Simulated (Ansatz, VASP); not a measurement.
## One calculation of TiB, two programs

```
CELL_PARAMETERS angstrom
0.00000 2.14221 2.14221
2.14221 0.00000 2.14221
2.14221 2.14221 0.00000
ATOMIC_POSITIONS crystal
Ti 0.75000 0.75000 0.75000
B 0.00000 0.00000 0.00000
```

Change from the starting cell: volume scaled by 1.06, PAW files.

Alike in both runs: task electric field gradients; functional LDA; k mesh 13 × 13 × 13; occupations fermi-dirac, width 0.05 eV; no spin polarisation.

```csv
,VASP,Ansatz
version,VASP 6.6.1,Ansatz 0.2.0
potentials or method,"VASP PAW LDA potentials, release 64 (Ti_sv, B)","PAW with Ansatz's default frozen-core files, scalar-relativistic"
plane-wave cutoff (eV),520,420
valence electrons in the cell,15,15
```

Ansatz gave:

```
pressure (GPa) : 82.8
```

Problem. Which values does VASP return?

Solution. Pressure (GPa): 83.0.

LDA's correlation is that of Perdew and Zunger in VASP and of Perdew and Wang (1992) in Ansatz. Both programs put the cell under a high pressure, so it lies far from rest at this level.

Noted on VASP's run: the cell as given lies far from equilibrium.
